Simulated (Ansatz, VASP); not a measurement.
# In: VASP beside Ansatz

Contents of INCAR:

```
  PREC = Accurate
  ENCUT = 520
  EDIFF = 1E-6
  ISMEAR = -1
  SIGMA = 0.1
  LREAL = False
  LASPH = True
  NELM = 60
  ALGO = Normal
  ISIF = 2
  LWAVE = False
  LCHARG = False
  GGA = RP
  NBANDS = 26
```

The input KPOINTS:

```
Automatic mesh
0
Gamma
  8 8 11
```

File POSCAR:

```
In
1.0
    5.3910742627      0.0000000000      0.0000000000
   -2.6955371314      4.6688072651      0.0000000000
    0.0000000000      0.0000000000      3.3494695479
In
3
Direct
    0.0000000000      0.0000000000      0.0000000000
    0.3333333333      0.6666666667      0.5000000000
    0.6666666667      0.3333333333      0.5000000000
```

Input for Ansatz:

```yaml
crystal:
  lattice:
    - [5.3910742627, 0.0, 0.0]
    - [-2.6955371314, 4.6688072651, 0.0]
    - [0.0, 0.0, 3.3494695479]
  atoms:
    - { symbol: In, position: [0.0, 0.0, 0.0] }
    - { symbol: In, position: [0.3333333333, 0.6666666667, 0.5] }
    - { symbol: In, position: [0.6666666667, 0.3333333333, 0.5] }
hamiltonian:
  xc: rpbe
  pseudopotentials:
    kind: paw
    azcp:
      In: "pseudopotentials/In.paw.azcp"
basis:
  ecutwfc: 420
  fft_grid_basis: typed
kpoints:
  mp_grid: { grid: [8, 8, 11], shift: [0, 0, 0] }
magnetization:
  spin_polarized: false
scf:
  occupations: { method: fermi_dirac, width: 0.1 }
  lower_state_search: "off"
output:
  stress: true
```

Alike in both runs: task single point; functional RPBE; k mesh 8 × 8 × 11; occupations fermi-dirac, width 0.1 eV; no spin polarisation.

|  | VASP | Ansatz |
| --- | --- | --- |
| version | VASP 6.6.1 | Ansatz 0.2.0 |
| potentials or method | VASP PAW PBE potentials, release 64 (In_d), cutoff 520 eV | plane waves (420 eV) with PAW, scalar-relativistic |
| valence electrons in the cell | 39 | 39 |

|  | VASP | Ansatz | Ansatz less VASP |
| --- | --- | --- | --- |
| pressure (GPa) | 1.4 | 1.4 | +0.04 |
| traceless stress, the component that is largest in VASP (GPa) | -0.25 | -0.24 | +0.007 |

VASP's potentials were made for PBE, not for RPBE.
